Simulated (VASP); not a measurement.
A run of VASP 6.6.1 is set up as follows.

The input INCAR:

```
SYSTEM = Bi
  PREC = Accurate
  ENCUT = 520
  EDIFF = 1E-7
  ISMEAR = 1
  SIGMA = 0.1
  LREAL = .FALSE.
  LASPH = .TRUE.
  NELM = 60
  ALGO = Normal
  ISIF = 2
  LWAVE = .FALSE.
  LCHARG = .TRUE.
  LELF = .TRUE.
  LVHAR = .TRUE.
  NBANDS = 14
```

The input KPOINTS:

```
regular mesh
0
G
  6 6 6
  0 0 0
```

File POSCAR:

```
Bi
1.0
   -4.2351830897      4.2351830897      1.4505850929
    4.2351830897     -4.2351830897      1.4505850929
    4.2351830897      4.2351830897     -1.4505850929
Bi
1
Direct
    0.0000000000      0.0000000000      0.0000000000
```

Potentials or basis: VASP PAW LDA potentials, release 64 (Bi_d).

Command:

```bash
$ cat potpaw_LDA.64/Bi_d/POTCAR > POTCAR
$ mpirun -np 1 vasp_std > vasp.out
```

Problem. Estimate the band gap on the k mesh.

Solution. Zero (an odd number of electrons rules out a gap without spin polarisation).

Problem. What does it give for the pressure?

Solution. 0.0 GPa.

Stress tensor (GPa, compression positive):
```
-0.14  0.00  0.00
 0.00 -0.14  0.00
 0.00  0.00  0.27
```

Caveat: the k points lie up to 0.38 Å⁻¹ apart, too coarse for converged energies and pressures of a metal; spin-orbit coupling is left out, which moves the levels of the heavy elements.
